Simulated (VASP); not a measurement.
Wanted: the native input for a VASP 6.6.1 run.

```
Task                   : single point
Functional             : PBE
Potentials or basis    : VASP PAW PBE potentials, release 64 (C, Mg)
Cutoff                 : 520 eV
k mesh                 : 8 × 8 × 8
Occupations            : gaussian, width 0.01 eV
Spin                   : no spin polarisation
Dipole correction      : no
Further INCAR settings : ALGO = Normal; EDIFF = 1e-07; NBANDS = 11
```

The structure of Mg2C lies in POSCAR:

```
Mg2C
1.0
    0.0000000000      2.7109426129      2.7109426129
    2.7109426129      0.0000000000      2.7109426129
    2.7109426129      2.7109426129      0.0000000000
C Mg
1 2
Direct
    0.0000000000      0.0000000000      0.0000000000
    0.2500000000      0.2500000000      0.2500000000
    0.7500000000      0.7500000000      0.7500000000
```

One way to write it, as run:

INCAR

```
PREC = Accurate
ENCUT = 520
EDIFF = 1E-7
ISMEAR = 0
SIGMA = 0.01
LREAL = False
LASPH = True
NELM = 60
ALGO = Normal
ISIF = 2
LWAVE = False
LCHARG = False
GGA = PE
NBANDS = 11
```

KPOINTS

```
Automatic mesh
0
Gamma
  8 8 8
```

Potentials or basis: VASP PAW PBE potentials, release 64 (C, Mg).

Command:

```console
$ cat potpaw_PBE.64/C/POTCAR potpaw_PBE.64/Mg/POTCAR > POTCAR
$ mpirun -np 1 vasp_std > vasp.out
```

It gave:

| Property | Result |
| --- | --- |
| Pressure | 1.8 GPa |
| Band gap on the k mesh | 0.74 eV, indirect (least direct gap 1.50 eV) |

Wall time 16 s on 1 thread of Intel Xeon 6975P-C, with other jobs on the host, peak memory 0.17 GiB.
